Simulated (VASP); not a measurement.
Write the native input for VASP 6.6.1 that does the following.

```yaml
Task: single point
Functional: PBE
Potentials_or_basis: VASP PAW PBE potentials, release 64 (Si, Zr_sv)
Cutoff: 400 eV
k_mesh: 1 × 1 × 1, shifted
Occupations: fermi-dirac, width 0.218 eV
Spin: no spin polarisation
Dipole_correction: no
Mended: yes
Further_INCAR_settings: LREAL = Auto; ALGO = Normal; EDIFF = 1e-06; NBANDS = 54; ISYM = -1
```

The structure of ZrSi7 lies in POSCAR:

```
ZrSi7
1.0
    6.3834610000      0.2107420000      0.1575520000
    0.2107420000      6.5561630000     -0.0013120000
    0.1575520000     -0.0013120000      6.4400080000
Si Zr
14 2
Direct
    0.7843850403      0.3816271364      0.8281889189
    0.9226285526      0.3795507900      0.1642018142
    0.9566179722      0.7631426668      0.4034304256
    1.0193468847      0.0445241666      0.6737001375
    0.4353159063      0.7900631605      0.5070160893
    0.4933519991      0.3296268008      0.4809621162
    0.5096665392      0.1643358438      0.8046680417
    0.9327812205      0.3360791106      0.5202820228
    0.7194987748      0.7862908088      0.7220418271
    0.1716901682      0.6494209948      0.7318804435
    0.1766755744      0.0886936972      0.3828505766
    0.6664125862      0.5825065670      0.3202158464
    0.2710000313      0.3850592295      0.1007331980
    0.7377424214      1.0611182607      0.4257568303
    0.8550313538      0.9609256093      1.0906577809
    0.3349890557      0.8531448033      1.0462322609
```

The input as run:

INCAR

```
SYSTEM = ZrSi7
ALGO = Normal
EDIFF = 1E-6
ENCUT = 400
GGA = PE
GGA_COMPAT = .FALSE.
ISIF = 2
ISMEAR = -1
ISYM = -1
LASPH = .TRUE.
LCHARG = .FALSE.
LREAL = Auto
LWAVE = .FALSE.
NBANDS = 54
NELM = 120
PREC = Accurate
SIGMA = 0.218
```

KPOINTS

```
explicit points
1
Reciprocal
  0.25000000   0.25000000   0.25000000 1
```

Potentials or basis: VASP PAW PBE potentials, release 64 (Si, Zr_sv).

Run with:

```console
$ cat potpaw_PBE.64/Si/POTCAR potpaw_PBE.64/Zr_sv/POTCAR > POTCAR
$ mpirun -np 1 vasp_std > vasp.out
```

Results of the run:

```json
{
  "Pressure": "9.1 GPa",
  "Largest force": "6.048 eV/Å"
}
```

Caveat: the atoms stand as in a frame of molecular dynamics.

Wall time 19 s on 1 thread of AMD EPYC 7R13 Processor (Zen 3), with other jobs on the host, peak memory 0.23 GiB.
